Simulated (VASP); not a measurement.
# BaCd3Se4 (I-43m) in VASP: single point with PBE

Aim: the single point of BaCd3Se4 with PBE.

Everything below comes from runs of VASP 6.6.1. Logs are shortened: lines on timing, memory, paths and dates and some standing lists are left out, and cuts for length are marked.

## 1. The cell of the first run

Symmetry: I-43m, No. 217, cubic system. Conventional cell: a = 7.448 Å, b = 7.448 Å, c = 7.448 Å, α = 90.00°, β = 90.00°, γ = 90.00°. Within 4.2 Å of Ba (site symmetry -43m) lie 8 Se at 3.22 to 3.23 Å and 6 Cd at 3.72 Å. Cd (site symmetry -42m) has 8 Se at 3.22 to 3.23 Å and 2 Ba at 3.72 Å and 4 Cd at 3.72 Å within 4.2 Å. Se (site symmetry 3m) has 2 Ba at 3.22 to 3.23 Å and 6 Cd at 3.22 to 3.23 Å and 6 Se at 3.72 Å within 4.2 Å.

## 2. Single point, PBE

Contents of INCAR:

```
PREC = Accurate ; ENCUT = 520
EDIFF = 1E-6 ; ISMEAR = 0
SIGMA = 0.15 ; LREAL = F
LASPH = T ; NELM = 100
ALGO = Normal ; ISIF = 2
LWAVE = F ; LCHARG = F
GGA = PE ; NBANDS = 45
```

Contents of KPOINTS:

```
regular mesh
0
Gamma
  2 2 2
```

Contents of POSCAR:

```
BaCd3Se4
1.0
   -3.7237644440      3.7237644440      3.7237644440
    3.7237644440     -3.7237644440      3.7237644440
    3.7237644440      3.7237644440     -3.7237644440
Ba Cd Se
1 3 4
Direct
    0.0000000000      0.0000000000      0.0000000000
    0.0000000000      0.5000000000      0.5000000000
    0.5000000000      0.0000000000      0.5000000000
    0.5000000000      0.5000000000      0.0000000000
    0.4985932816      0.4985932816      0.4985932816
    0.0000000000      0.0000000000      0.5014067184
    0.0000000000      0.5014067184      0.0000000000
    0.5014067184      0.0000000000      0.0000000000
```

Potentials or basis: VASP PAW PBE potentials, release 64 (Ba_sv, Cd, Se).

The run is started by

```bash
cat potpaw_PBE.64/Ba_sv/POTCAR potpaw_PBE.64/Cd/POTCAR potpaw_PBE.64/Se/POTCAR > POTCAR
mpirun -np 1 vasp_std > vasp.out
```

OUTCAR:

```text
PREC = Accurate
   ENCUT = 520
   EDIFF = 1E-6
   ISMEAR = 0
   LREAL = F
   LASPH = T
   NELM = 100
   ISIF = 2
   GGA = PE

 ion  position               nearest neighbor table
   1  0.000  0.000  0.000-   5 3.22   6 3.22   7 3.22   8 3.22   7 3.23   6 3.23   8 3.23   5 3.23
                             4 3.72   2 3.72   2 3.72   3 3.72   4 3.72   3 3.72
   2  0.000  0.500  0.500-   8 3.22   6 3.22   7 3.22   5 3.22   6 3.23   7 3.23   5 3.23   8 3.23
                             3 3.72   1 3.72   4 3.72   1 3.72   4 3.72   3 3.72
   3  0.500  0.000  0.500-   7 3.22   6 3.22   8 3.22   5 3.22   5 3.23   6 3.23   8 3.23   7 3.23
                             2 3.72   4 3.72   4 3.72   1 3.72   1 3.72   2 3.72
   4  0.500  0.500  0.000-   5 3.22   7 3.22   8 3.22   6 3.22   5 3.23   8 3.23   7 3.23   6 3.23
                             2 3.72   3 3.72   3 3.72   2 3.72   1 3.72   1 3.72
   5  0.499  0.499  0.499-   1 3.22   2 3.22   3 3.22   4 3.22   3 3.23   4 3.23   2 3.23   1 3.23

   6  0.000  0.000  0.501-   1 3.22   4 3.22   2 3.22   3 3.22   3 3.23   2 3.23   4 3.23   1 3.23

   7  0.000  0.501  0.000-   1 3.22   3 3.22   2 3.22   4 3.22   2 3.23   4 3.23   3 3.23   1 3.23

   8  0.501  0.000  0.000-   1 3.22   2 3.22   3 3.22   4 3.22   3 3.23   4 3.23   2 3.23   1 3.23

  LATTYP: Found a body centered cubic cell.
 ALAT       =     7.4475288880

  Lattice vectors:

 A1 = (  -3.7237644440,   3.7237644440,   3.7237644440)
 A2 = (   3.7237644440,  -3.7237644440,   3.7237644440)
 A3 = (   3.7237644440,   3.7237644440,  -3.7237644440)

Analysis of symmetry for initial positions (statically):
=====================================================================
 Subroutine PRICEL returns:
 Original cell was already a primitive cell.

 Routine SETGRP: Setting up the symmetry group for a
 body centered cubic supercell.

 Subroutine GETGRP returns: Found 24 space group operations
 (whereof 24 operations were pure point group operations)
 out of a pool of 48 trial point group operations.

The static configuration has the point symmetry T_d .

Analysis of symmetry for dynamics (positions and initial velocities):
=====================================================================
 Subroutine PRICEL returns:
 Original cell was already a primitive cell.

 Routine SETGRP: Setting up the symmetry group for a
 body centered cubic supercell.

 Subroutine GETGRP returns: Found 24 space group operations
 (whereof 24 operations were pure point group operations)
 out of a pool of 48 trial point group operations.

The dynamic configuration has the point symmetry T_d .

 Subroutine INISYM returns: Found 24 space group operations
 (whereof 24 operations are pure point group operations),
[... 95 lines left out ...]
   TEBEG  =    0.0;   TEEND  =   0.0 temperature during run
   PSTRESS=    0.0 pullay stress
   NELECT =      70.0000    total number of electrons
   NUPDOWN=      -1.0000    fix difference up-down
   EMIN   =  10.00;   EMAX   =-10.00  energy-range for DOS
   EFERMI =   0.00;   METHOD = LEGACY
   ISMEAR =     0;   SIGMA  =   0.15  broadening in eV -4-tet -1-fermi 0-gaus
   EFERMI_NEDOS =   21; number of points for ismear=-14 and -15
   IALGO  =     38    algorithm
   IMIX   =      4    mixing-type and parameters
     AMIX     =   0.40;   BMIX     =  1.00
     AMIX_MAG =   1.60;   BMIX_MAG =  1.00
  volume/ion in A,a.u.               =      25.82       174.23
  Fermi-wavevector in a.u.,A,eV,Ry     =   1.141402  2.156937 17.725651  1.302799
  Thomas-Fermi vector in A             =   2.278102
   LORBIT       =      0    0 simple, 1 ext, 2 COOP (PROOUT), +10 PAW based schemes
   GGA     = PE    functional components
   LHFCALC =     F    Hartree Fock is set to
   AEXX    =    0.0000 exact exchange contribution
   IVDW    =     0    specifies the selected vdW correction
   LEPSILON=     F    determine dielectric tensor
   LRPA    =     F    only Hartree local field effects (RPA)
 non-spin polarized calculation
 Gauss-broadening in eV      SIGMA  =   0.15
  energy-cutoff  :      520.00
  volume of cell :      206.54
 maximum number of plane-waves:      5594
 NGX is ok and might be reduce to    48
   NGX = 23   NGY = 23   NGZ = 23

 number of electron      69.9999998 magnetization

 Free energy of the ion-electron system (eV)
  ---------------------------------------------------
  ext. energy  EPLUGINS =         0.00000000
  ---------------------------------------------------
  free energy    TOTEN  =       -21.80038670 eV

  energy without entropy =      -21.74529225  energy(sigma->0) =      -21.77283947

 E-fermi :   2.7217     XC(G=0):  -9.8257

 val. band max:        2.6695016043   @ k =   0.5000   0.5000   0.5000
 cond. band min:       2.8464448626   @ k =   0.0000   0.0000   0.0000
 fundamental gap:      0.1769432583
 Fermi energy:         2.7217139929

 k-point     1 :       0.0000    0.0000    0.0000
  band No.  band energies     occupation
      1     -24.0911      2.00000
      2     -10.0146      2.00000
      3      -9.5672      2.00000
      4      -9.5672      2.00000
      5      -9.5672      2.00000
      6      -9.1882      2.00000
[... 133 lines left out ...]
     44       6.0662      0.00000
     45       7.6359      0.00000

------------------------ aborting loop because EDIFF is reached ----------------------------------------

  FORCE on cell =-STRESS in cart. coord.  units (eV):
  Direction    XX          YY          ZZ          XY          YZ          ZX
  --------------------------------------------------------------------------------------
  -------------------------------------------------------------------------------------
  Total       -0.0122084     -0.0122084     -0.0122084      0.0000000     -0.0000000     -0.0000000
  in kB       -0.0947030     -0.0947030     -0.0947030      0.0000000     -0.0000000     -0.0000000
  external PRESSURE =      -0.0947030 kB  Pullay stress =       0.0000000 kB

 VOLUME and BASIS-vectors are now :
 -----------------------------------------------------------------------------
  energy-cutoff  :      520.00
  volume of cell :      206.54
      direct lattice vectors                 reciprocal lattice vectors
    -3.723764444  3.723764444  3.723764444     0.000000000  0.134272725  0.134272725
     3.723764444 -3.723764444  3.723764444     0.134272725  0.000000000  0.134272725
     3.723764444  3.723764444 -3.723764444     0.134272725  0.134272725  0.000000000

 POSITION                                       TOTAL-FORCE (eV/Angst)
 -----------------------------------------------------------------------------------
      0.00000      0.00000      0.00000         0.000000     -0.000000      0.000000
      3.72376      0.00000      0.00000         0.000000      0.000000      0.000000
      0.00000      3.72376      0.00000         0.000000     -0.000000     -0.000000
      0.00000      0.00000      3.72376         0.000000      0.000000      0.000000
      1.85664      1.85664      1.85664         0.009333      0.009333      0.009333
      1.86712      1.86712     -1.86712        -0.009333     -0.009333      0.009333
      1.86712     -1.86712      1.86712        -0.009333      0.009333     -0.009333
     -1.86712      1.86712      1.86712         0.009333     -0.009333     -0.009333
 -----------------------------------------------------------------------------------
    total drift:                                0.000003      0.000003      0.000005

  FREE ENERGIE OF THE ION-ELECTRON SYSTEM (eV)
  ---------------------------------------------------
  free  energy   TOTEN  =       -21.8003866973 eV

  energy  without entropy=      -21.7452922480  energy(sigma->0) =      -21.77283947
```

Wall time 56 s (1 thread of AMD EPYC 7R43 (Zen 3), shared host); peak memory 0.28 GiB.

Results:

- Free energy: -21.8004 eV
- Pressure: 0.0 GPa
- Largest force: 0.016 eV/Å
- Band gap on the k mesh: zero (band 35 reaches 2.67 eV, above the bottom of band 36 at 2.60 eV)

Forces in eV/Å, atoms in the order of the input:
```
Ba   0.000  0.000  0.000
Cd   0.000  0.000  0.000
Cd   0.000  0.000  0.000
Cd   0.000  0.000  0.000
Se   0.009  0.009  0.009
Se  -0.009 -0.009  0.009
Se  -0.009  0.009 -0.009
Se   0.009 -0.009 -0.009
```

Levels at points of the mesh, in eV from the Fermi level:
| k point | band 33 | band 34 | band 35 | band 36 | band 37 | band 38 |
| --- | --- | --- | --- | --- | --- | --- |
| (0.00, 0.00, 0.00) | -0.74 | -0.74 | -0.74 | -0.12 | 0.12 | 0.12 |
| (0.50, 0.00, 0.00) | -1.25 | -0.43 | -0.20 | 0.63 | 1.30 | 1.77 |
| (0.50, 0.50, 0.50) | -0.05 | -0.05 | -0.05 | 1.65 | 1.96 | 1.96 |

Caveat: the k points lie up to 0.60 Å⁻¹ apart; spin-orbit coupling is left out, which moves the levels of the heavy elements.
